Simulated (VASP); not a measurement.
# Au (Fd-3m) in VASP: further runs, part 2 of 2

VASP 6.6.1. The steps go on from the part before.

### 5 Single point, BLYP

This run uses another cell than the first one, of 31.38 Å³/atom.

File INCAR:

```
  AGGAC = 1.0
  AGGAX = 1.0
  ALDAC = 0.0
  ALDAX = 1.0
  ALGO = Normal
  EDIFF = 1E-7
  ENCUT = 520
  GGA = B5
  ISIF = 2
  ISMEAR = -1
  LASPH = True
  LCHARG = False
  LREAL = False
  LWAVE = False
  NBANDS = 18
  NELM = 80
  PREC = Accurate
  SIGMA = 0.1
```

File KPOINTS:

```
k-points
0
Gamma
  10 10 10
```

File POSCAR:

```
Au
1.0
    0.0000000000      3.1540659533      3.1540659533
    3.1540659533      0.0000000000      3.1540659533
    3.1540659533      3.1540659533      0.0000000000
Au
2
Direct
    0.1250000000      0.1250000000      0.1250000000
    0.8750000000      0.8750000000      0.8750000000
```

Potentials or basis: VASP PAW PBE potentials, release 64 (Au).

Started as:

```sh
> cat potpaw_PBE.64/Au/POTCAR > POTCAR
> mpirun -np 1 vasp_std > vasp.out
```

OUTCAR:

```text
EDIFF = 1E-7
   ENCUT = 520
   GGA = B5
   ISIF = 2
   ISMEAR = -1
   LASPH = True
   LREAL = False
   NELM = 80
   PREC = Accurate

 ion  position               nearest neighbor table
   1  0.125  0.125  0.125-   2 2.73   2 2.73   2 2.73   2 2.73
   2  0.875  0.875  0.875-   1 2.73   1 2.73   1 2.73   1 2.73

  LATTYP: Found a face centered cubic cell.
 ALAT       =     6.3081319066

  Lattice vectors:

 A1 = (   0.0000000000,   3.1540659533,   3.1540659533)
 A2 = (   3.1540659533,   0.0000000000,   3.1540659533)
 A3 = (   3.1540659533,   3.1540659533,   0.0000000000)

Analysis of symmetry for initial positions (statically):
=====================================================================
 Subroutine PRICEL returns:
 Original cell was already a primitive cell.

 Routine SETGRP: Setting up the symmetry group for a
 face centered cubic supercell.

 Subroutine GETGRP returns: Found 48 space group operations
 (whereof 12 operations were pure point group operations)
 out of a pool of 48 trial point group operations.

The static configuration has the point symmetry D_3d.
 The point group associated with its full space group is O_h .

Analysis of symmetry for dynamics (positions and initial velocities):
=====================================================================
 Subroutine PRICEL returns:
 Original cell was already a primitive cell.

 Routine SETGRP: Setting up the symmetry group for a
 face centered cubic supercell.

 Subroutine GETGRP returns: Found 48 space group operations
 (whereof 12 operations were pure point group operations)
 out of a pool of 48 trial point group operations.

The dynamic configuration has the point symmetry D_3d.
 The point group associated with its full space group is O_h .

 Subroutine INISYM returns: Found 48 space group operations
[... 110 lines left out ...]
   EMIN   =  10.00;   EMAX   =-10.00  energy-range for DOS
   EFERMI =   0.00;   METHOD = LEGACY
   ISMEAR =    -1;   SIGMA  =   0.10  broadening in eV -4-tet -1-fermi 0-gaus
   EFERMI_NEDOS =   21; number of points for ismear=-14 and -15
   IALGO  =     38    algorithm
   IMIX   =      4    mixing-type and parameters
     AMIX     =   0.40;   BMIX     =  1.00
     AMIX_MAG =   1.60;   BMIX_MAG =  1.00
  volume/ion in A,a.u.               =      31.38       211.74
  Fermi-wavevector in a.u.,A,eV,Ry     =   1.154343  2.181392 18.129876  1.332508
  Thomas-Fermi vector in A             =   2.290980
   LORBIT       =      0    0 simple, 1 ext, 2 COOP (PROOUT), +10 PAW based schemes
   GGA     = B5    functional components
   LHFCALC =     F    Hartree Fock is set to
   AEXX    =    0.0000 exact exchange contribution
   IVDW    =     0    specifies the selected vdW correction
   LEPSILON=     F    determine dielectric tensor
   LRPA    =     F    only Hartree local field effects (RPA)
 non-spin polarized calculation
  energy-cutoff  :      520.00
  volume of cell :       62.75
 maximum number of plane-waves:      1709
 NGX is ok and might be reduce to    36
   NGX = 17   NGY = 17   NGZ = 17

 number of electron      21.9999998 magnetization

 Free energy of the ion-electron system (eV)
  ---------------------------------------------------
  ext. energy  EPLUGINS =         0.00000000
  ---------------------------------------------------
  free energy    TOTEN  =        -4.22666726 eV

  energy without entropy =       -4.20243709  energy(sigma->0) =       -4.21455217

 E-fermi :   2.5800     XC(G=0):  -8.4716

 val. band max:        2.4977042003   @ k =  -0.4000   0.2000   0.1000
 cond. band min:       2.5806490881   @ k =   0.5000   0.1000   0.0000
 fundamental gap:      0.0829448878
 Fermi energy:         2.5799744363

 k-point     1 :       0.0000    0.0000    0.0000
  band No.  band energies     occupation
      1      -2.8887      2.00000
      2      -1.1511      2.00000
      3      -1.1511      2.00000
      4      -1.1511      2.00000
      5      -1.1434      2.00000
      6      -1.1434      2.00000
[... 481 lines left out ...]
      5      -0.5319      2.00000
      6      -0.4694      2.00000
[... 10 lines left out ...]
     17      16.3097      0.00000
     18      17.1494      0.00000

 [... further k-points ...]

------------------------ aborting loop because EDIFF is reached ----------------------------------------

  FORCE on cell =-STRESS in cart. coord.  units (eV):
  Direction    XX          YY          ZZ          XY          YZ          ZX
  --------------------------------------------------------------------------------------
  -------------------------------------------------------------------------------------
  Total        0.0859976      0.0859976      0.0859976      0.0000000      0.0000000      0.0000000
  in kB        2.1956060      2.1956060      2.1956060      0.0000000      0.0000000      0.0000000
  external PRESSURE =       2.1956060 kB  Pullay stress =       0.0000000 kB

 VOLUME and BASIS-vectors are now :
 -----------------------------------------------------------------------------
  energy-cutoff  :      520.00
  volume of cell :       62.75
      direct lattice vectors                 reciprocal lattice vectors
     0.000000000  3.154065953  3.154065953    -0.158525537  0.158525537  0.158525537
     3.154065953  0.000000000  3.154065953     0.158525537 -0.158525537  0.158525537
     3.154065953  3.154065953  0.000000000     0.158525537  0.158525537 -0.158525537

 POSITION                                       TOTAL-FORCE (eV/Angst)
 -----------------------------------------------------------------------------------
      0.78852      0.78852      0.78852        -0.000000     -0.000000     -0.000000
      5.51962      5.51962      5.51962         0.000000      0.000000      0.000000
 -----------------------------------------------------------------------------------
    total drift:                                0.000000      0.000000      0.000000

  FREE ENERGIE OF THE ION-ELECTRON SYSTEM (eV)
  ---------------------------------------------------
  free  energy   TOTEN  =        -4.2266672575 eV

  energy  without entropy=       -4.2024370878  energy(sigma->0) =       -4.21455217
```

OSZICAR:

```text
N       E                     dE             d eps       ncg     rms          rms(c)
DAV:   1     0.111018007188E+03    0.11102E+03   -0.10515E+04  1692   0.109E+03
DAV:   2    -0.255325879516E+01   -0.11357E+03   -0.10761E+03  1836   0.220E+02
DAV:   3    -0.470665113495E+01   -0.21534E+01   -0.21401E+01  2026   0.306E+01
DAV:   4    -0.472078577118E+01   -0.14135E-01   -0.14132E-01  1884   0.256E+00
DAV:   5    -0.472101870907E+01   -0.23294E-03   -0.23294E-03  1882   0.347E-01    0.675E+00
DAV:   6    -0.423844732919E+01    0.48257E+00   -0.16986E+00  1830   0.956E+00    0.472E+00
DAV:   7    -0.423037387543E+01    0.80735E-02   -0.15499E-02  1836   0.881E-01    0.274E+00
DAV:   8    -0.422664625682E+01    0.37276E-02   -0.14276E-03  1824   0.267E-01    0.403E-02
DAV:   9    -0.422666048812E+01   -0.14231E-04   -0.39552E-05  2008   0.426E-02    0.194E-02
DAV:  10    -0.422666739439E+01   -0.69063E-05   -0.69019E-06  1834   0.206E-02    0.402E-03
DAV:  11    -0.422666725970E+01    0.13469E-06   -0.80652E-08  1634   0.208E-03    0.782E-04
DAV:  12    -0.422666725754E+01    0.21587E-08   -0.21836E-08  1396   0.112E-03
   1 F= -.42266673E+01 E0= -.42145522E+01  d E =-.242302E-01
```

stdout:

```text
POSCAR found type information on POSCAR Au
 POSCAR found :  1 types and       2 ions
 scaLAPACK will be used
 -----------------------------------------------------------------------------
|                                                                             |
|                                                                             |
|     You enforced a specific xc type in the INCAR file but a different       |
|     I HOPE YOU KNOW WHAT YOU ARE DOING!                                     |
|                                                                             |
 -----------------------------------------------------------------------------

 LDA part: xc-table for (Slater(with rela. corr.)+VWN5), standard interpolation
 POSCAR, INCAR and KPOINTS ok, starting setup
 FFT: planning ... GRIDC
 FFT: planning ... GRID_SOFT
 FFT: planning ... GRID
 WAVECAR not read
 entering main loop
```

It took 2.6 min on 1 thread of Intel Xeon 8259CL, shared host; peak memory 0.22 GiB.

What came out:

| Item | Value |
| --- | --- |
| Free energy | -4.2267 eV |
| Pressure | 0.2 GPa |
| Band gap on the k mesh | zero (bands 11 and 12 overlap by 0.65 eV) |

Caveat: the PAW data sets were made with another functional, which shifts forces and pressure a little; spin-orbit coupling is left out, which moves the levels of the heavy elements.

### 6 Single point, BLYP (32.63 Å³/atom)

This run uses another cell than the first one, of 32.63 Å³/atom.

File INCAR:

```
SYSTEM = Au
PREC = Accurate ; ENCUT = 520
EDIFF = 1E-6 ; ISMEAR = -1
SIGMA = 0.1 ; LREAL = .FALSE.
LASPH = .TRUE. ; NELM = 100
ALGO = Normal ; ISIF = 2
LWAVE = .FALSE. ; LCHARG = .FALSE.
GGA = B5 ; ALDAX = 1.0
AGGAX = 1.0 ; AGGAC = 1.0
ALDAC = 0.0 ; NBANDS = 18
```

File KPOINTS:

```
Automatic mesh
0
G
  10 10 10
  0 0 0
```

File POSCAR:

```
Au
1.0
    0.0000000000      3.1955715809      3.1955715809
    3.1955715809      0.0000000000      3.1955715809
    3.1955715809      3.1955715809      0.0000000000
Au
2
Direct
    0.1250000000      0.1250000000      0.1250000000
    0.8750000000      0.8750000000      0.8750000000
```

Potentials or basis: VASP PAW PBE potentials, release 64 (Au).

Started as:

```sh
> cat potpaw_PBE.64/Au/POTCAR > POTCAR
> mpirun -np 1 vasp_std > vasp.out
```

Wall time 2.3 min (1 thread of Intel Xeon 8259CL, shared host); peak memory 0.22 GiB.

The run converged. Its results:

| Property | Result |
| --- | --- |
| Free energy | -4.2188 eV |
| Pressure | -1.3 GPa |
| Band gap on the k mesh | zero (bands 11 and 12 overlap by 0.55 eV) |

Levels at points of the mesh, in eV from the Fermi level:
```
           k point  band 9  band 10  band 11  band 12  band 13  band 14
(0.00, 0.00, 0.00)   -2.08    -1.30    -1.30     7.43     8.75     8.75
(0.50, 0.00, 0.00)   -1.39    -1.39    -0.50    -0.41     6.33     6.33
(0.50, 0.50, 0.00)   -1.26    -1.26     0.14     0.14     3.78     3.78
```

Caveat: the PAW data sets were made with another functional, which shifts forces and pressure a little; spin-orbit coupling is left out, which moves the levels of the heavy elements.

### 7 Overview

| cell | gap on the mesh (eV) | pressure (GPa) |
| --- | --- | --- |
| a = 4.274 Å, angles 60.0°, 2 atoms | none | 8.2 |
| a = 4.338 Å, angles 60.0°, 2 atoms | none | 4.8 |
| a = 4.400 Å, angles 60.0°, 2 atoms | none | 2.2 |
| a = 4.461 Å, angles 60.0°, 2 atoms | none | 0.2 |
| a = 4.519 Å, angles 60.0°, 2 atoms | none | -1.3 |

Alike in all rows: task single point; level BLYP; potentials or basis VASP PAW PBE potentials, release 64 (Au); no spin polarisation; k mesh 10 × 10 × 10; cutoff (eV) 520; smearing fermi-dirac 0.1 eV.

Caveats: the PAW data sets were made with another functional, which shifts forces and pressure a little; spin-orbit coupling is left out, which moves the levels of the heavy elements; the cell stands under pressure (at least some runs).

Absolute energies hang on the potentials; compare differences alone.

The gap in the log of VASP goes by the Fermi energy; the results here count the filled bands.